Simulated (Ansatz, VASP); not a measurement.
# Two plane-wave programs on Ti3Al

```
Ti Al
1.0
     0.00000    3.26260    3.26260
     3.26260    0.00000    3.26260
     3.26260    3.26260    0.00000
Ti Al
3 1
Cartesian
  4.8939 4.8939 4.8939
  1.6313 1.6313 1.6313
  0.0000 0.0000 0.0000
  3.2626 3.2626 3.2626
```

Alike in both runs: task single point; functional PBE; k mesh 12 × 12 × 12; occupations gaussian, width 0.1 eV; collinear spin.

|  | VASP | Ansatz |
| --- | --- | --- |
| version | VASP 6.6.1 | Ansatz 0.2.0 |
| potentials or method | VASP PAW PBE potentials, release 64 (Ti_sv, Al), cutoff 520 eV | scalar-relativistic, plane waves, PAW |
| valence electrons in the cell | 39 | 39 |

VASP gave:

| Item | Value |
| --- | --- |
| gap on the k mesh at the Fermi level (eV) | none |
| pressure (GPa) | -3.1 |
| net moment per atom (μB) | 0.52 |
| size of the moment on the site where the two differ most (μB) | 1.05 |

Problem. Estimate Ansatz's values.

Solution. gap on the k mesh at the Fermi level (eV): none; pressure (GPa): -3.0; net moment per atom (μB): 0.52; size of the moment on the site where the two differ most (μB): 1.08.

Site moments also hang on the region over which each program counts them. A gap of «none» marks a metal or a gap that the smearing closes.
